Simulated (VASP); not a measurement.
Runs of VASP 6.6.1 on Rh. The structure is that of space group I4/mmm (No. 139), or close to it. The cells are those of the table. 

```tsv
cell	further INCAR settings	gap on the mesh (eV)	pressure (GPa)
a = 2.640, b = 2.640, c = 3.161 Å, angles 53.2, 53.2, 73.5°, 1 atom	ALGO = Fast; EDIFF = 1e-07; NBANDS = 14	none	(b)
a = 2.746, b = 2.746, c = 2.949 Å, angles 57.5, 57.5, 65.0°, 1 atom	ALGO = Fast; EDIFF = 1e-07; NBANDS = 14	none	-17.5
a = 2.687, b = 2.687, c = 2.977 Å, angles 56.4, 56.4, 67.3°, 1 atom	ALGO = Fast; EDIFF = 1e-06; NBANDS = 14	none	(a)
a = 2.937, b = 2.937, c = 2.703 Å, angles 62.6, 62.6, 54.8°, 1 atom	ALGO = Fast; EDIFF = 1e-06; NBANDS = 14	none	-22.9
a = 2.557, b = 2.557, c = 2.746 Å, angles 57.5, 57.5, 65.0°, 1 atom	ALGO = Fast; EDIFF = 1e-06; NBANDS = 14	none	42.3
a = 2.795, b = 2.795, c = 2.572 Å, angles 62.6, 62.6, 54.8°, 1 atom	ALGO = Fast; EDIFF = 1e-07; NBANDS = 14	none	(c)
a = 2.687, b = 2.687, c = 3.216 Å, angles 53.2, 53.2, 73.5°, 1 atom	ALGO = Fast; EDIFF = 1e-06; NBANDS = 14	none	-6.2
a = 2.775, b = 2.775, c = 3.074 Å, angles 56.4, 56.4, 67.3°, 1 atom	ALGO = Fast; EDIFF = 1e-07; NBANDS = 14	none	-21.7
```

Alike in all rows: task single point; level PBE; potentials or basis VASP PAW PBE potentials, release 64 (Rh_pv); no spin polarisation; k mesh 22 × 22 × 22; cutoff (eV) 520; smearing gaussian 0.15 eV.

Task: Fill in the values left out.

Result: (a) -6.8; (b) 6.2; (c) 4.2.

A k mesh can miss the band edges, and the runs leave out spin-orbit coupling on Rh.

A gap of «none» marks levels without a gap at the run's occupations.
